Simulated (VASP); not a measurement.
A run of VASP 6.6.1:

Contents of INCAR:

```
SYSTEM = TiCo
ALGO = Normal
EDIFF = 1E-6
ENCUT = 600
GGA = PE
GGA_COMPAT = .False.
ISIF = 2
ISMEAR = 0
ISPIN = 2
LASPH = .True.
LCHARG = .False.
LMAXMIX = 4
LORBIT = 11
LREAL = .False.
LWAVE = .False.
MAGMOM = 0 0.6
NBANDS = 22
NELM = 200
PREC = Accurate
SIGMA = 0.1
```

File KPOINTS:

```
k-points
0
Gamma
  6 6 6
  0 0 0
```

File POSCAR:

```
TiCo
1.0
    2.9978685617     -0.0303041650     -0.0235551081
   -0.0303041650      2.9784780569     -0.0213445084
   -0.0235551081     -0.0213445084      2.9676518379
Ti Co
1 1
Direct
    0.0000000000      0.0000000000      0.0000000000
    0.5000000000      0.5000000000      0.5000000000
```

Potentials or basis: VASP PAW PBE potentials, release 64 (Ti_sv, Co).

Launch:

```sh
$ cat potpaw_PBE.64/Ti_sv/POTCAR potpaw_PBE.64/Co/POTCAR > POTCAR
$ mpirun -np 1 vasp_std > vasp.out
```

Hardware: 1 thread of Intel Xeon 8259CL (shared host).

Task: Estimate the wall time of this run.

Result: Wall time 4.8 min on 1 thread of Intel Xeon 8259CL, with other jobs on the host, peak memory 0.24 GiB. Counts: scf iterations 19, k points 112.
